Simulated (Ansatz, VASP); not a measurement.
# One calculation of SiC, two programs

Contents of INCAR:

```
SYSTEM = SiC
PREC = Accurate
ENCUT = 520
EDIFF = 1E-6
ISMEAR = 0
SIGMA = 0.05
LREAL = .FALSE.
LASPH = .TRUE.
NELM = 60
ALGO = Normal
ISIF = 2
LWAVE = .FALSE.
LCHARG = .FALSE.
GGA = PE
NBANDS = 26
```

Contents of KPOINTS:

```
Automatic mesh
0
G
  12 12 4
  0 0 0
```

File POSCAR:

```
SiC
1.0
    3.0756941497      0.0000000000      0.0000000000
   -1.5378470748      2.6636292679      0.0000000000
    0.0000000000      0.0000000000     10.0706464800
Si C
4 4
Direct
    0.7049313536      0.2287922646      0.9378419800
    0.3333333333      0.6666666667      0.4378419800
    0.0000000000      0.0000000000      0.6878943800
    0.0000000000      0.0000000000      0.1878943800
    0.6666666667      0.3333333333      0.7498025900
    0.3333333333      0.6666666667      0.2498025900
    0.0000000000      0.0000000000      0.5004600500
    0.0000000000      0.0000000000      0.0004600500
```

Input for Ansatz:

```yaml
crystal:
  lattice:
    - [3.0756941497, 0.0, 0.0]
    - [-1.5378470748, 2.6636292679, 0.0]
    - [0.0, 0.0, 10.07064648]
  atoms:
    - { symbol: Si, position: [0.7049313536, 0.2287922646, 0.93784198] }
    - { symbol: Si, position: [0.3333333333, 0.6666666667, 0.43784198] }
    - { symbol: Si, position: [0.0, 0.0, 0.68789438] }
    - { symbol: Si, position: [0.0, 0.0, 0.18789438] }
    - { symbol: C, position: [0.6666666667, 0.3333333333, 0.74980259] }
    - { symbol: C, position: [0.3333333333, 0.6666666667, 0.24980259] }
    - { symbol: C, position: [0.0, 0.0, 0.50046005] }
    - { symbol: C, position: [0.0, 0.0, 0.00046005] }
basis:
  ecutwfc: 420
kpoints:
  mp_grid: { grid: [12, 12, 4] }
hamiltonian:
  xc: pbe
scf:
  occupations: { method: gaussian, width: 0.05 }
output:
  forces: true
  stress: true
  eigenvalues: true
  write_density: true
  write_potential: true
  elf: true
  volumetric_format: npy
```

Alike in both runs: task single point; functional PBE; k mesh 12 × 12 × 4; occupations gaussian, width 0.05 eV; no spin polarisation.

|  | VASP | Ansatz |
| --- | --- | --- |
| version | VASP 6.6.1 | Ansatz 0.2.0 |
| potentials or method | VASP PAW PBE potentials, release 64 (Si, C), cutoff 520 eV | scalar-relativistic, plane waves, PAW |
| valence electrons in the cell | 32 | 32 |

Ansatz gave:

| Quantity | Value |
| --- | --- |
| gap on the k mesh at the Fermi level (eV) | 1.28 |
| least direct gap on the mesh (eV) | 2.70 |
| pressure (GPa) | 10.8 |
| traceless stress, the component that is largest in VASP (GPa) | 9.48 |
| rms of the force components (eV/Å) | 3.751 |

**Question.** What did VASP give for the same quantities?

**Answer.** gap on the k mesh at the Fermi level (eV): 1.28; least direct gap on the mesh (eV): 2.70; pressure (GPa): 10.7; traceless stress, the component that is largest in VASP (GPa): 9.45; rms of the force components (eV/Å): 3.741.

Atom by atom the forces differ by 0.011 eV/Å (rms over components). With one functional, cell and mesh, what is left measures potentials, basis and numerics.
